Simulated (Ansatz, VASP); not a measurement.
# One calculation of InSe, two programs

```
In Se
1.0
     5.88740   -2.06183    0.00000
     5.88740    2.06183    0.00000
    -1.60473    0.00000    4.33802
In Se
2 2
Direct
  0.88400 0.88400 0.00500
  0.11600 0.11600 0.99500
  0.66000 0.66000 0.64200
  0.34000 0.34000 0.35800
```

Change from the starting cell: volume scaled by 1.01, PAW files.

Alike in both runs: task electric field gradients; functional PBEsol; k mesh 7 × 7 × 6; occupations fermi-dirac, width 0.02 eV; no spin polarisation.

|  | VASP | Ansatz |
| --- | --- | --- |
| version | VASP 6.6.1 | Ansatz 0.2.0 |
| potentials or method | VASP PAW PBE potentials, release 64 (In_d, Se) | PAW with Ansatz's default frozen-core files, scalar-relativistic |
| plane-wave cutoff (eV) | 520 | 420 |
| valence electrons in the cell | 38 | 58 |

VASP gave:

```
gap on the k mesh at the Fermi level (eV)                     : 0.86
pressure (GPa)                                                : -0.7
traceless stress, the component that is largest in VASP (GPa) : 2.07
rms of the force components (eV/Å)                            : 0.354
size of Vzz on the site where it differs most (V/Å²)          : 75.3
```

Q: Which values does Ansatz return?

A: gap on the k mesh at the Fermi level (eV): 0.87; pressure (GPa): -0.7; traceless stress, the component that is largest in VASP (GPa): 2.05; rms of the force components (eV/Å): 0.355; size of Vzz on the site where it differs most (V/Å²): 78.4.

VASP's potentials were made for PBE, not for PBEsol. Atom by atom the forces differ by 0.009 eV/Å (rms over components). VASP's potentials hold 38 valence electrons a cell and Ansatz's 58, so a difference there can come from the potentials and not from the codes.
